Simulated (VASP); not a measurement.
WS:

```
W S
1.0
     0.00000    2.38613    2.38613
     2.38613    0.00000    2.38613
     2.38613    2.38613    0.00000
W S
1 1
Cartesian
  0.0000 0.0000 0.0000
  2.3861 2.3861 2.3861
```

| Item | Value |
| --- | --- |
| Program | VASP 6.6.1 |
| Task | relaxation of cell and atoms |
| Functional | PBEsol |
| Potentials or basis | VASP PAW PBE potentials, release 64 (W_sv, S) |
| Cutoff | 600 eV |
| k mesh | 8 × 8 × 8 |
| Occupations | gaussian, width 0.1 eV |
| Spin | no spin polarisation |

At the start: pressure 20.8 GPa; volume 13.59 Å³/atom.

Problem. How do energy, volume and symmetry change on relaxing?

Solution. Over 4 steps the energy falls by 68.3 meV/atom and the volume is 14.73 Å³/atom (+8.4 %); space group Fm-3m (No. 225, to 0.1 Å) before and after.

The path:
| step | energy change (eV) | largest force (eV/Å) | pressure (GPa) | volume (Å³) |
| --- | --- | --- | --- | --- |
| 1 | 0.0000 | 0.0000 | 20.79 | 27.17 |
| 2 | 0.3252 | 0.0000 | -23.98 | 34.71 |
| 3 | -0.1363 | 0.0000 | -0.92 | 29.57 |
| 4 | -0.1367 | 0.0000 | -0.13 | 29.46 |

Final structure:
```yaml
crystal:
  lattice:
    - [0.00000, 2.45134, 2.45134]
    - [2.45134, 0.00000, 2.45134]
    - [2.45134, 2.45134, 0.00000]
  atoms:
    - { symbol: W, position: [0.00000, 0.00000, 0.00000] }
    - { symbol: S, position: [0.50000, 0.50000, 0.50000] }
```

Caveat: the PAW data sets were made with another functional, which shifts forces and pressure a little.
